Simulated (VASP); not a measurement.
Wanted: the native input for a VASP 6.6.1 run.

| Quantity | Value |
| --- | --- |
| Task | single point |
| Functional | PBE |
| Potentials or basis | VASP PAW PBE potentials, release 64 (Cd, S) |
| Cutoff | 500 eV |
| k mesh | 4 × 4 × 4 |
| Occupations | gaussian, width 0.01 eV |
| Spin | no spin polarisation |
| Dipole correction | no |
| Further INCAR settings | ALGO = Normal; EDIFF = 1e-06; NBANDS = 16 |

The structure of CdS lies in POSCAR:

```
CdS
1.0
    0.0000000000      2.8505955800      2.8505955800
    2.8505955800      0.0000000000      2.8505955800
    2.8505955800      2.8505955800      0.0000000000
Cd S
1 1
Direct
    0.0000000000      0.0000000000      0.0000000000
    0.2500000000      0.2500000000      0.2500000000
```

The input as run:

INCAR

```
SYSTEM = CdS
  PREC = Accurate
  ENCUT = 500
  EDIFF = 1E-6
  ISMEAR = 0
  SIGMA = 0.01
  LREAL = .FALSE.
  LASPH = .TRUE.
  NELM = 120
  ALGO = Normal
  ISIF = 2
  LWAVE = .FALSE.
  LCHARG = .FALSE.
  GGA = PE
  NBANDS = 16
  GGA_COMPAT = .FALSE.
```

KPOINTS

```
regular mesh
0
G
  4 4 4
  0 0 0
```

Potentials or basis: VASP PAW PBE potentials, release 64 (Cd, S).

Command:

```console
$ cat potpaw_PBE.64/Cd/POTCAR potpaw_PBE.64/S/POTCAR > POTCAR
$ mpirun -np 1 vasp_std > vasp.out
```

Results of the run:

* Pressure: 8.8 GPa
* Band gap on the k mesh: 1.29 eV, direct

Caveat: the k points lie up to 0.48 Å⁻¹ apart.

It took 9.7 s on 1 thread of AMD EPYC 7R13 Processor (Zen 3) (shared host), peak memory 0.13 GiB.
